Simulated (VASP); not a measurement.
# Te (Pmmm) in VASP: notebook, part 2 of 2

VASP 6.6.1. Earlier steps stand in the parts before.

## (4) Relaxation of cell and atoms, PBE

The input, INCAR:

```
PREC = Accurate
ENCUT = 600
EDIFF = 1E-6
ISMEAR = 0
SIGMA = 0.1
LREAL = False
LASPH = True
NELM = 60
ALGO = Normal
ISIF = 3
LWAVE = False
LCHARG = False
GGA = PE
IBRION = 2
NSW = 90
EDIFFG = -0.04
```

The input, KPOINTS:

```
regular mesh
0
Gamma
  6 4 4
```

The input, POSCAR:

```
Te
1.0
    2.9264618200      0.0000000000      0.0000000000
    0.0000000000      4.9214807800      0.0000000000
    0.0000000000      0.0000000000      5.9673726400
Te
3
Direct
    0.0000000000      0.0000000000      0.2558544800
    0.0000000000      0.0000000000      0.7441455200
    0.0000000000      0.5000000000      0.0000000000
```

Potentials or basis: VASP PAW PBE potentials, release 64 (Te).

Command:

```console
$ cat potpaw_PBE.64/Te/POTCAR > POTCAR
$ mpirun -np 1 vasp_std > vasp.out
```

OUTCAR:

```text
PREC = Accurate
   ENCUT = 600
   EDIFF = 1E-6
   ISMEAR = 0
   LREAL = False
   LASPH = True
   NELM = 60
   ISIF = 3
   GGA = PE
   IBRION = 2
   NSW = 90
   EDIFFG = -0.04

 ion  position               nearest neighbor table
   1  0.000  0.000  0.256-   3 2.90   3 2.90   2 2.91   2 3.05
   2  0.000  0.000  0.744-   3 2.90   3 2.90   1 2.91   1 3.05
   3  0.000  0.500  0.000-   1 2.90   2 2.90   1 2.90   2 2.90

  LATTYP: Found a simple orthorhombic cell.
 ALAT       =     2.9264618200
 B/A-ratio  =     1.6817170641
 C/A-ratio  =     2.0391083182

  Lattice vectors:

 A1 = (   2.9264618200,   0.0000000000,   0.0000000000)
 A2 = (   0.0000000000,   4.9214807800,   0.0000000000)
 A3 = (   0.0000000000,   0.0000000000,   5.9673726400)

Analysis of symmetry for initial positions (statically):
=====================================================================
 Subroutine PRICEL returns:
 Original cell was already a primitive cell.

 Routine SETGRP: Setting up the symmetry group for a
 simple orthorhombic supercell.

 Subroutine GETGRP returns: Found  8 space group operations
 (whereof  8 operations were pure point group operations)
 out of a pool of  8 trial point group operations.

The static configuration has the point symmetry D_2h.

Analysis of symmetry for dynamics (positions and initial velocities):
[... 171 lines left out ...]

 k-point     1 :       0.0000    0.0000    0.0000
  band No.  band energies     occupation
      1      -7.3511      2.00000
      2      -3.8413      2.00000
      3      -3.5025      2.00000
      4       1.1271      2.00000
      5       1.8261      2.00000
      6       5.3253      2.00000
      7       5.3631      2.00000
      8       8.2802      2.00000
      9      10.1361      0.00000
     10      10.4815      0.00000
     11      11.1138      0.00000
     12      13.1038      0.00000
     13      13.3660      0.00000
[... 472 lines left out ...]
  FREE ENERGIE OF THE ION-ELECTRON SYSTEM (eV)
  ---------------------------------------------------
  free  energy   TOTEN  =        -8.8493650699 eV

  energy  without entropy=       -8.8356817226  energy(sigma->0) =       -8.84252340

[... ionic steps 4 to 12 ...]

--------------------------------------- Ionic step       13  -------------------------------------------

 number of electron      17.9999995 magnetization

------------------------ aborting loop because EDIFF is reached ----------------------------------------
[... 69 lines left out ...]
--------------------------------------- Ionic step       15  -------------------------------------------

 number of electron      17.9999994 magnetization

 Free energy of the ion-electron system (eV)
  ---------------------------------------------------
  ext. energy  EPLUGINS =         0.00000000
  ---------------------------------------------------
  free energy    TOTEN  =        -8.89259454 eV

  energy without entropy =       -8.88422760  energy(sigma->0) =       -8.88841107

 E-fermi :   4.9323     XC(G=0):  -8.4154

 val. band max:        4.8829768912   @ k =   0.1667   0.2500   0.0000
 cond. band min:       4.9624158026   @ k =   0.0000   0.2500   0.0000
 fundamental gap:      0.0794389114
 Fermi energy:         4.9322660420

 k-point     1 :       0.0000    0.0000    0.0000
  band No.  band energies     occupation
      1      -8.5450      2.00000
      2      -6.0654      2.00000
      3      -5.8380      2.00000
      4      -0.4233      2.00000
      5      -0.3739      2.00000
      6       2.7658      2.00000
      7       3.0574      2.00000
      8       5.1859      0.00033
      9       5.4553      0.00000
     10       7.4485      0.00000
     11       7.5419      0.00000
     12       7.5904      0.00000
     13       8.3906      0.00000
[... 398 lines left out ...]
  FREE ENERGIE OF THE ION-ELECTRON SYSTEM (eV)
  ---------------------------------------------------
  free  energy   TOTEN  =        -8.8925945426 eV

  energy  without entropy=       -8.8842275971  energy(sigma->0) =       -8.88841107

 reached required accuracy - stopping structural energy minimisation
```

OSZICAR:

```text
N       E                     dE             d eps       ncg     rms          rms(c)
DAV:   1     0.910985385934E+02    0.91099E+02   -0.75317E+03   936   0.128E+03
DAV:   2    -0.762892341097E+00   -0.91861E+02   -0.88080E+02  1258   0.174E+02
DAV:   3    -0.725536914647E+01   -0.64925E+01   -0.62635E+01  1196   0.497E+01
[... 135 lines left out ...]
DAV:   2    -0.889273510130E+01    0.40555E-03   -0.39222E-03   961   0.399E-01    0.981E-02
DAV:   3    -0.889263540189E+01    0.99699E-04   -0.35947E-04   976   0.118E-01    0.542E-02
DAV:   4    -0.889259797599E+01    0.37426E-04   -0.54094E-05  1001   0.432E-02    0.285E-02
DAV:   5    -0.889259400712E+01    0.39689E-05   -0.15768E-05  1006   0.238E-02    0.146E-02
DAV:   6    -0.889259454263E+01   -0.53551E-06   -0.18078E-06   753   0.842E-03
  15 F= -.88925945E+01 E0= -.88884111E+01  d E =-.159491E-02
```

It took 4.8 min on 1 thread of Intel Xeon 6975P-C, shared host; peak memory 0.23 GiB.

Results:

```
Free energy                            : -8.8926 eV
Relaxed volume                         : 37.85 Å³/atom
Relaxed cell                           : a = 3.316 Å, b = 5.532 Å, c = 6.190 Å, α = 90.00°, β = 90.00°, γ = 90.00°
Space group after relaxing (to 0.05 Å) : Pmmm (No. 47)
Energy gained by relaxing              : 503.1 meV/atom
Ionic steps                            : 15
Pressure after relaxing                : 0.0 GPa
Largest force after relaxing           : 0.008 eV/Å
Band gap on the k mesh                 : zero (band 9 reaches 6.34 eV, above the bottom of band 10 at 3.60 eV)
```

Forces in eV/Å, atoms in the order of the input:
```
Te   0.000  0.000 -0.008
Te   0.000  0.000  0.008
Te   0.000  0.000  0.000
```

Stress tensor (GPa, compression positive):
```
 0.08  0.00  0.00
 0.00 -0.02  0.00
 0.00  0.00 -0.08
```

The path:
```
step  energy change (eV)  largest force (eV/Å)  pressure (GPa)  volume (Å³)
   1              0.0000                1.0403           21.02        85.95
   2             -0.9065                0.0229           -5.26       141.62
   3             -1.4662                0.1520           -0.29       114.14
   4             -1.4663                0.1603           -0.09       113.52
   5             -1.4966                0.0827            0.06       113.27
   6             -1.5020                0.0014            0.25       113.04
   7             -1.5025                0.0265            0.19       113.10
   8             -1.5025                0.0228            0.20       113.09
   9             -1.5055                0.0444           -0.08       113.83
  10             -1.5059                0.0756           -0.20       114.18
  11             -1.5075                0.0885           -0.05       113.64
  12             -1.5076                0.1066            0.20       112.95
  13             -1.5078                0.0981            0.10       113.26
  14             -1.5090                0.0510            0.04       113.40
  15             -1.5094                0.0078           -0.01       113.54
```

Final structure:
```yaml
crystal:
  lattice:
    - [3.31583, 0.00000, 0.00000]
    - [0.00000, 5.53238, 0.00000]
    - [0.00000, 0.00000, 6.18957]
  atoms:
    - { symbol: Te, position: [0.00000, 0.00000, 0.25956] }
    - { symbol: Te, position: [0.00000, 0.00000, 0.74044] }
    - { symbol: Te, position: [0.00000, 0.50000, 0.00000] }
```

Levels at points of the mesh, in eV from the Fermi level:
| k point | band 6 | band 7 | band 8 | band 9 | band 10 | band 11 | band 12 | band 13 |
| --- | --- | --- | --- | --- | --- | --- | --- | --- |
| (0.00, 0.00, 0.00) | -2.17 | -1.87 | 0.25 | 0.52 | 2.52 | 2.61 | 2.66 | 3.46 |
| (0.50, 0.00, 0.00) | -4.11 | -3.37 | -3.24 | -0.87 | -0.67 | 1.54 | 3.16 | 3.21 |
| (0.00, 0.50, 0.00) | -2.75 | -0.75 | 0.97 | 1.40 | 1.84 | 2.50 | 2.68 | 3.27 |
| (0.50, 0.50, 0.00) | -4.20 | -3.19 | -2.83 | -1.38 | 0.44 | 2.48 | 2.65 | 3.57 |
| (0.00, 0.00, 0.50) | -2.97 | -1.84 | -1.64 | 0.98 | 1.56 | 1.91 | 2.98 | 5.49 |
| (0.50, 0.00, 0.50) | -3.88 | -2.84 | -2.07 | -1.69 | -0.55 | -0.25 | 3.01 | 3.46 |
| (0.00, 0.50, 0.50) | -2.58 | -1.54 | 0.13 | 0.34 | 1.59 | 1.81 | 1.85 | 5.29 |
| (0.50, 0.50, 0.50) | -4.18 | -3.34 | -1.88 | -1.40 | -0.27 | 1.28 | 1.52 | 3.04 |

Caveat: the volume moved by over 15 % at a fixed basis, so the end points are rough; spin-orbit coupling is left out, which moves the levels of the heavy elements.

## (5) Single point, PBE

This run uses another cell than the first one, of 37.89 Å³/atom, 1.323 times its volume.

The input, INCAR:

```
ALGO = Normal
EDIFF = 1E-7
ENCUT = 520
GGA = PE
ISIF = 2
ISMEAR = 0
LASPH = True
LCHARG = True
LELF = True
LREAL = False
LVHAR = True
LWAVE = False
NBANDS = 16
NELM = 60
PREC = Accurate
SIGMA = 0.1
```

The input, KPOINTS:

```
k-points
0
Gamma
  14 8 8
```

The input, POSCAR:

```
Te
1.0
    3.2238076938      0.0000000000      0.0000000000
    0.0000000000      5.4710251074      0.0000000000
    0.0000000000      0.0000000000      6.4446151625
Te
3
Direct
    0.0000000000      0.0000000000      0.2595225798
    0.0000000000      0.0000000000      0.7404774202
    0.0000000000      0.5000000000      0.0000000000
```

Potentials or basis: VASP PAW PBE potentials, release 64 (Te).

Command:

```console
$ cat potpaw_PBE.64/Te/POTCAR > POTCAR
$ mpirun -np 1 vasp_std > vasp.out
```

OUTCAR:

```text
EDIFF = 1E-7
   ENCUT = 520
   GGA = PE
   ISIF = 2
   ISMEAR = 0
   LASPH = True
   LREAL = False
   NELM = 60
   PREC = Accurate

 ion  position               nearest neighbor table
   1  0.000  0.000  0.260-   2 3.10   3 3.21   3 3.21   2 3.35
   2  0.000  0.000  0.740-   1 3.10   3 3.21   3 3.21   1 3.35
   3  0.000  0.500  0.000-   1 3.21   2 3.21   1 3.21   2 3.21

  LATTYP: Found a simple orthorhombic cell.
 ALAT       =     3.2238076938
 B/A-ratio  =     1.6970693128
 C/A-ratio  =     1.9990693536

  Lattice vectors:

 A1 = (   3.2238076938,   0.0000000000,   0.0000000000)
 A2 = (   0.0000000000,   5.4710251074,   0.0000000000)
 A3 = (   0.0000000000,   0.0000000000,   6.4446151625)

Analysis of symmetry for initial positions (statically):
=====================================================================
 Subroutine PRICEL returns:
 Original cell was already a primitive cell.

 Routine SETGRP: Setting up the symmetry group for a
 simple orthorhombic supercell.

 Subroutine GETGRP returns: Found  8 space group operations
 (whereof  8 operations were pure point group operations)
 out of a pool of  8 trial point group operations.

The static configuration has the point symmetry D_2h.

Analysis of symmetry for dynamics (positions and initial velocities):
=====================================================================
 Subroutine PRICEL returns:
 Original cell was already a primitive cell.

 Routine SETGRP: Setting up the symmetry group for a
 simple orthorhombic supercell.

 Subroutine GETGRP returns: Found  8 space group operations
 (whereof  8 operations were pure point group operations)
 out of a pool of  8 trial point group operations.

The dynamic configuration has the point symmetry D_2h.
[... 111 lines left out ...]
   PSTRESS=    0.0 pullay stress
   NELECT =      18.0000    total number of electrons
   NUPDOWN=      -1.0000    fix difference up-down
   EMIN   =  10.00;   EMAX   =-10.00  energy-range for DOS
   EFERMI =   0.00;   METHOD = LEGACY
   ISMEAR =     0;   SIGMA  =   0.10  broadening in eV -4-tet -1-fermi 0-gaus
   EFERMI_NEDOS =   21; number of points for ismear=-14 and -15
   IALGO  =     38    algorithm
   IMIX   =      4    mixing-type and parameters
     AMIX     =   0.40;   BMIX     =  1.00
     AMIX_MAG =   1.60;   BMIX_MAG =  1.00
  volume/ion in A,a.u.               =      37.89       255.69
  Fermi-wavevector in a.u.,A,eV,Ry     =   0.885702  1.673733 10.673324  0.784467
  Thomas-Fermi vector in A             =   2.006770
   LORBIT       =      0    0 simple, 1 ext, 2 COOP (PROOUT), +10 PAW based schemes
   GGA     = PE    functional components
   LHFCALC =     F    Hartree Fock is set to
   AEXX    =    0.0000 exact exchange contribution
   IVDW    =     0    specifies the selected vdW correction
   LEPSILON=     F    determine dielectric tensor
   LRPA    =     F    only Hartree local field effects (RPA)
 non-spin polarized calculation
 Gauss-broadening in eV      SIGMA  =   0.10
  energy-cutoff  :      520.00
  volume of cell :      113.67
 maximum number of plane-waves:      3100
 NGX is ok and might be reduce to    24
   NGX = 11   NGY = 21   NGZ = 23

 number of electron      18.0000001 magnetization

 Free energy of the ion-electron system (eV)
  ---------------------------------------------------
  ext. energy  EPLUGINS =         0.00000000
  ---------------------------------------------------
  free energy    TOTEN  =        -8.95349399 eV

  energy without entropy =       -8.94640591  energy(sigma->0) =       -8.94994995

 E-fermi :   4.9498     XC(G=0):  -8.4010

 val. band max:        4.9424920276   @ k =   0.1429   0.3750   0.5000
 cond. band min:       4.9580906094   @ k =   0.1429   0.2500   0.0000
 fundamental gap:      0.0155985818
 Fermi energy:         4.9498389894

 k-point     1 :       0.0000    0.0000    0.0000
  band No.  band energies     occupation
      1      -8.5091      2.00000
      2      -6.1710      2.00000
      3      -6.1383      2.00000
      4      -0.3637      2.00000
      5      -0.0776      2.00000
      6       2.5575      2.00000
[... 433 lines left out ...]
      3      -4.3978      2.00000
      4      -0.5924      2.00000
      5       0.5484      2.00000
      6       0.9156      2.00000
[... 8 lines left out ...]
     15       9.3852      0.00000
     16      11.3775      0.00000

 [... further k-points ...]
[... 5 lines left out ...]
  --------------------------------------------------------------------------------------
  -------------------------------------------------------------------------------------
  Total       -0.0520231     -0.0499142     -0.0301752      0.0000000      0.0000000      0.0000000
  in kB       -0.7332833     -0.7035575     -0.4253297      0.0000000      0.0000000      0.0000000
  external PRESSURE =      -0.6207235 kB  Pullay stress =       0.0000000 kB

 VOLUME and BASIS-vectors are now :
 -----------------------------------------------------------------------------
  energy-cutoff  :      520.00
  volume of cell :      113.67
      direct lattice vectors                 reciprocal lattice vectors
     3.223807694  0.000000000  0.000000000     0.310192200  0.000000000  0.000000000
     0.000000000  5.471025107  0.000000000     0.000000000  0.182781102  0.000000000
     0.000000000  0.000000000  6.444615162     0.000000000  0.000000000  0.155168303

 POSITION                                       TOTAL-FORCE (eV/Angst)
 -----------------------------------------------------------------------------------
      0.00000      0.00000      1.67252        -0.000000      0.000000     -0.010963
      0.00000      0.00000      4.77209         0.000000      0.000000      0.010963
      0.00000      2.73551      0.00000         0.000000      0.000000      0.000000
 -----------------------------------------------------------------------------------
    total drift:                               -0.000000     -0.000000     -0.000000

  FREE ENERGIE OF THE ION-ELECTRON SYSTEM (eV)
  ---------------------------------------------------
  free  energy   TOTEN  =        -8.9534939889 eV

  energy  without entropy=       -8.9464059139  energy(sigma->0) =       -8.94994995
```

stdout:

```text
POSCAR found type information on POSCAR Te
 POSCAR found :  1 types and       3 ions
 scaLAPACK will be used
 LDA part: xc-table for (Slater+PW92), standard interpolation
 POSCAR, INCAR and KPOINTS ok, starting setup
 FFT: planning ... GRIDC
 FFT: planning ... GRID_SOFT
 FFT: planning ... GRID
 WAVECAR not read
 entering main loop
```

Wall time 3.9 min (1 thread of Intel Xeon 6975P-C, shared host); peak memory 0.41 GiB.

What came out:

```
Free energy            : -8.9535 eV
Pressure               : -0.1 GPa
Largest force          : 0.011 eV/Å
Band gap on the k mesh : zero (band 9 reaches 6.56 eV, above the bottom of band 10 at 3.63 eV)
```

Forces in eV/Å, atoms in the order of the input:
```
Te   0.000  0.000 -0.011
Te   0.000  0.000  0.011
Te   0.000  0.000  0.000
```

Caveat: spin-orbit coupling is left out, which moves the levels of the heavy elements.

## (6) Summary

| task | cell | k mesh | cutoff (eV) | gap on the mesh (eV) | pressure (GPa) | largest force (eV/Å) |
| --- | --- | --- | --- | --- | --- | --- |
| single point | a = 2.926, b = 4.921, c = 5.967 Å, 3 atoms | 6 × 4 × 4 | 520 | none | 21.0 | 1.04 |
| single point | a = 3.314, b = 5.479, c = 6.235 Å, 3 atoms | 6 × 4 × 4 | 520 | none | 0.1 | 0.03 |
| relaxation of cell and atoms | relaxed from a = 2.926, b = 4.921, c = 5.967 Å, 3 atoms | 6 × 4 × 4 | 600 | none | 0.0 | 0.01 |
| single point | a = 3.224, b = 5.471, c = 6.445 Å, 3 atoms | 14 × 8 × 8 | 520 | none | -0.1 | 0.01 |

Alike in all rows: level PBE; potentials or basis VASP PAW PBE potentials, release 64 (Te); no spin polarisation; smearing gaussian 0.1 eV.

Caveats: spin-orbit coupling is left out, which moves the levels of the heavy elements; forces of over 1 eV/Å act on the atoms, so gaps and moduli don't describe the material at rest (some runs); the volume moved by over 15 % at a fixed basis, so the end points are rough (some runs).

Total energies depend on the potentials used, so only differences within one code and one set of settings carry meaning.
